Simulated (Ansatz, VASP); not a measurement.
## AlN in VASP and in Ansatz

Contents of INCAR:

```
SYSTEM = AlN
ALGO     = Normal         ! electronic algorithm
EDIFF    = 1E-6           ! SCF threshold, eV
ENCUT    = 520            ! plane-wave cutoff, eV
GGA      = PE             ! functional
ISIF     = 2              ! what is computed and relaxed
ISMEAR   = 0              ! smearing method
LASPH    = .TRUE.         ! aspherical terms in the spheres
LCHARG   = .FALSE.        ! write CHGCAR
LREAL    = .FALSE.        ! projectors in reciprocal space
LWAVE    = .FALSE.        ! write WAVECAR
NBANDS   = 26             ! bands
NELM     = 80             ! most SCF steps
PREC     = Accurate       ! precision mode
SIGMA    = 0.05           ! smearing width, eV
```

Contents of KPOINTS:

```
k-points
0
G
  8 6 4
  0 0 0
```

Contents of POSCAR:

```
AlN
1.0
   -3.1302395625      0.0000000000      0.0000000000
    0.0000000000      0.0000000000     -5.0179796543
    0.0000000000     -5.4217339621      0.0000000000
Al N
4 4
Direct
    0.4920133908      0.9982712825      0.1666666667
   -0.0079866092      0.9982712825      0.6666666667
    0.0079866092      0.4982712825      0.3333333333
    0.5079866092      0.4982712825      0.8333333333
    0.5070665287      0.6167287175      0.1666666667
    0.0070665287      0.6167287175      0.6666666667
   -0.0070665287      0.1167287175      0.3333333333
    0.4929334713      0.1167287175      0.8333333333
```

Input for Ansatz:

```yaml
crystal:
  lattice:
    - [-3.1302395625, 0.0, 0.0]
    - [0.0, 0.0, -5.0179796543]
    - [0.0, -5.4217339621, 0.0]
  atoms:
    - { symbol: Al, position: [0.4920133908, 0.9982712825, 0.1666666667] }
    - { symbol: Al, position: [-0.0079866092, 0.9982712825, 0.6666666667] }
    - { symbol: Al, position: [0.0079866092, 0.4982712825, 0.3333333333] }
    - { symbol: Al, position: [0.5079866092, 0.4982712825, 0.8333333333] }
    - { symbol: "N", position: [0.5070665287, 0.6167287175, 0.1666666667] }
    - { symbol: "N", position: [0.0070665287, 0.6167287175, 0.6666666667] }
    - { symbol: "N", position: [-0.0070665287, 0.1167287175, 0.3333333333] }
    - { symbol: "N", position: [0.4929334713, 0.1167287175, 0.8333333333] }
basis:
  ecutwfc: 420
kpoints:
  mp_grid: { grid: [8, 6, 4] }
hamiltonian:
  xc: pbe
scf:
  occupations: { method: gaussian, width: 0.05 }
output:
  forces: true
  stress: true
  eigenvalues: true
  write_density: true
  write_potential: true
  elf: true
  volumetric_format: npy
```

Change from the starting cell: mode 5 (236.4 1/cm) frozen in, largest displacement +0.025 Å.

Alike in both runs: task single point; functional PBE; k mesh 8 × 6 × 4; occupations gaussian, width 0.05 eV; no spin polarisation.

|  | VASP | Ansatz |
| --- | --- | --- |
| version | VASP 6.6.1 | Ansatz 0.2.0 |
| potentials or method | VASP PAW PBE potentials, release 64 (Al, N), cutoff 520 eV | scalar-relativistic, plane waves, PAW |
| valence electrons in the cell | 32 | 32 |

```tsv
	VASP	Ansatz	Ansatz less VASP
gap on the k mesh at the Fermi level (eV)	4.04	4.03	-0.009
least direct gap on the mesh (eV)	4.04	4.03	-0.009
pressure (GPa)	-0.3	0.0	+0.27
traceless stress, the component that is largest in VASP (GPa)	0.10	0.10	-0.003
rms of the force components (eV/Å)	0.063	0.062	-0.0003
```

Atom by atom the forces differ by 0.000 eV/Å (rms over components).
